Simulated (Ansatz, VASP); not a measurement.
## BaTiO3 in VASP and in Ansatz

```xyz
5
Lattice="3.7268 -0.4033 0.0224 -0.2681 3.2741 3.1101 0.3027 -2.7521 2.5899" Properties=species:S:1:pos:R:3 pbc="T T T"
Ba    0.0484    0.5156    5.6877
Ti    1.8816    0.0692    2.9237
O     3.7384   -0.1515    2.8371
O     2.0296   -1.2966    4.1468
O     1.7399    1.6799    4.3891
```

Alike in both runs: functional PBE; k mesh 6 × 5 × 6; occupations fermi-dirac, width 0.05 eV; no spin polarisation.

|  | VASP | Ansatz |
| --- | --- | --- |
| version | VASP 6.6.1 | Ansatz 0.2.0 |
| potentials or method | VASP PAW PBE potentials, release 64 (Ba_sv, Ti_sv, O) | Ansatz PAW |
| plane-wave cutoff (eV) | 520 | 420 |
| valence electrons in the cell | 40 | 40 |
| task | single point | band structure |

|  | VASP | Ansatz | Ansatz less VASP |
| --- | --- | --- | --- |
| gap on the k mesh at the Fermi level (eV) | 0.58 | 0.66 | +0.087 |
| least direct gap on the mesh (eV) | 0.70 | 0.77 | +0.065 |
| pressure (GPa) | 19.7 | 17.1 | -2.60 |
| traceless stress, the component that is largest in VASP (GPa) | 26.16 | 24.73 | -1.428 |
| rms of the force components (eV/Å) | 0.278 | 0.266 | -0.0117 |

Atom by atom the forces differ by 0.019 eV/Å (rms over components). With one functional, cell and mesh, what is left measures potentials, basis and numerics.

Neither program's run includes spin-orbit coupling.
